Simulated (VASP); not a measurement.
Wanted: the native input for a VASP 6.6.1 run.

- Task: single point
- Functional: PBE
- Potentials or basis: VASP PAW PBE potentials, release 64 (Mn_pv, O)
- Cutoff: 520 eV
- k mesh: 9 × 9 × 9
- Occupations: fermi-dirac, width 0.05 eV
- Spin: collinear spin, ferromagnetic start
- Starting moments: [1.0, 0.0] μB
- Fixed moment: 1 μB
- Dipole correction: no
- Further INCAR settings: ALGO = Normal; EDIFF = 1e-06; NBANDS = 20

The structure of MnO lies in POSCAR:

```
MnO
1.0
    0.0000000000      2.2239077028      2.2239077028
    2.2239077028      0.0000000000      2.2239077028
    2.2239077028      2.2239077028      0.0000000000
Mn O
1 1
Direct
    0.0000000000      0.0000000000      0.0000000000
    0.5000000000      0.5000000000      0.5000000000
```

One way to write it, as run:

INCAR

```
SYSTEM = MnO
PREC     = Accurate       ! precision mode
ENCUT    = 520            ! plane-wave cutoff, eV
EDIFF    = 1E-6           ! SCF threshold, eV
ISMEAR   = -1             ! smearing method
SIGMA    = 0.05           ! smearing width, eV
LREAL    = .FALSE.        ! projectors in reciprocal space
LASPH    = .TRUE.         ! aspherical terms in the spheres
NELM     = 150            ! most SCF steps
ALGO     = Normal         ! electronic algorithm
ISIF     = 2              ! what is computed and relaxed
LWAVE    = .FALSE.        ! write WAVECAR
LCHARG   = .FALSE.        ! write CHGCAR
ISPIN    = 2              ! spin polarisation
MAGMOM   = 1 0            ! initial moments
LORBIT   = 11             ! projections on sites
NUPDOWN  = 1.0            ! fixed moment
LMAXMIX  = 4              ! l up to which the mixer works
GGA      = PE             ! functional
NBANDS   = 20             ! bands
```

KPOINTS

```
Automatic mesh
0
G
  9 9 9
  0 0 0
```

Potentials or basis: VASP PAW PBE potentials, release 64 (Mn_pv, O).

Command:

```bash
$ cat potpaw_PBE.64/Mn_pv/POTCAR potpaw_PBE.64/O/POTCAR > POTCAR
$ mpirun -np 1 vasp_std > vasp.out
```

It gave:

| Item | Value |
| --- | --- |
| Pressure | -24.9 GPa |
| Net moment | 1.00 μB per cell |
| Site moments | Mn +0.95; O +0.05 μB |
| Valence electrons inside the program's atomic spheres | Mn 11.39; O 4.91 |

Caveat: the total moment is fixed, so each spin has its own Fermi level; a cell with one magnetic atom can't hold antiferromagnetic order, which such compounds often take.

Wall time 17 s on 1 thread of Intel(R) Xeon(R) Platinum 8488C (Sapphire Rapids), with other jobs on the host, peak memory 0.16 GiB.
